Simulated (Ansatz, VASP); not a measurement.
Ta2C in VASP and in Ansatz

The input POSCAR:

```
Ta2C
1.0
    3.1059007354      0.0000000000      0.0000000000
   -1.5529503677      2.6897889385      0.0000000000
    0.0000000000      0.0000000000      4.9464000000
Ta C
2 1
Direct
    0.3333333333      0.6666666667      0.2520100000
    0.6666666667      0.3333333333      0.7479900000
    0.0000000000      0.0000000000      0.0000000000
```

File INCAR.step1:

```
SYSTEM = Ta2C
  PREC = Accurate
  ENCUT = 520
  ISMEAR = 0
  SIGMA = 0.1
  LREAL = .FALSE.
  LASPH = .TRUE.
  NELM = 100
  NBANDS = 20
  GGA = PE
  ALGO = Normal
  EDIFF = 1E-4
  LWAVE = .TRUE.
  LCHARG = .FALSE.
```

INCAR.step2

```
SYSTEM = Ta2C
  PREC = Accurate
  ENCUT = 520
  EDIFF = 1E-6
  ISMEAR = 0
  SIGMA = 0.1
  LREAL = .FALSE.
  LASPH = .TRUE.
  NELM = 100
  ALGO = Normal
  ISIF = 2
  LWAVE = .FALSE.
  LCHARG = .FALSE.
  METAGGA = R2SCAN
  LMIXTAU = .TRUE.
  NBANDS = 20
  ISTART = 1
```

KPOINTS

```
Automatic mesh
0
G
  6 6 2
  0 0 0
```

Input for Ansatz:

```yaml
crystal:
  lattice:
    - [3.1059007354, 0.0, 0.0]
    - [-1.5529503677, 2.6897889385, 0.0]
    - [0.0, 0.0, 4.9464]
  atoms:
    - { symbol: Ta, position: [0.3333333333, 0.6666666667, 0.25201] }
    - { symbol: Ta, position: [0.6666666667, 0.3333333333, 0.74799] }
    - { symbol: C, position: [0.0, 0.0, 0.0] }
basis:
  ecutwfc: 500
kpoints:
  mp_grid: { grid: [6, 6, 2] }
hamiltonian:
  xc: r2scan
scf:
  occupations: { method: gaussian, width: 0.1 }
output:
  forces: true
  stress: true
  eigenvalues: true
```

Alike in both runs: task single point; functional r2SCAN; k mesh 6 × 6 × 2; occupations gaussian, width 0.1 eV; no spin polarisation.

|  | VASP | Ansatz |
| --- | --- | --- |
| version | VASP 6.6.1 | Ansatz 0.2.0 |
| potentials or method | VASP PAW PBE potentials, release 64 (Ta_pv, C), cutoff 520 eV | scalar-relativistic, plane waves, PAW |
| valence electrons in the cell | 26 | 30 |

|  | VASP | Ansatz | Ansatz less VASP |
| --- | --- | --- | --- |
| gap on the k mesh at the Fermi level (eV) | none | none | - |
| pressure (GPa) | 1.7 | 0.8 | -0.87 |
| traceless stress, the component that is largest in VASP (GPa) | -0.79 | -0.78 | +0.014 |
| rms of the force components (eV/Å) | 0.231 | 0.210 | -0.0214 |

VASP's potentials were made for PBE, not for r2SCAN. Atom by atom the forces differ by 0.021 eV/Å (rms over components). A gap of «none» marks a metal or a gap that the smearing closes. VASP's potentials hold 26 valence electrons a cell and Ansatz's 30, so a difference there can come from the potentials and not from the codes.

The k mesh is coarse, so the values compare programs but aren't converged. Neither program's run includes spin-orbit coupling.
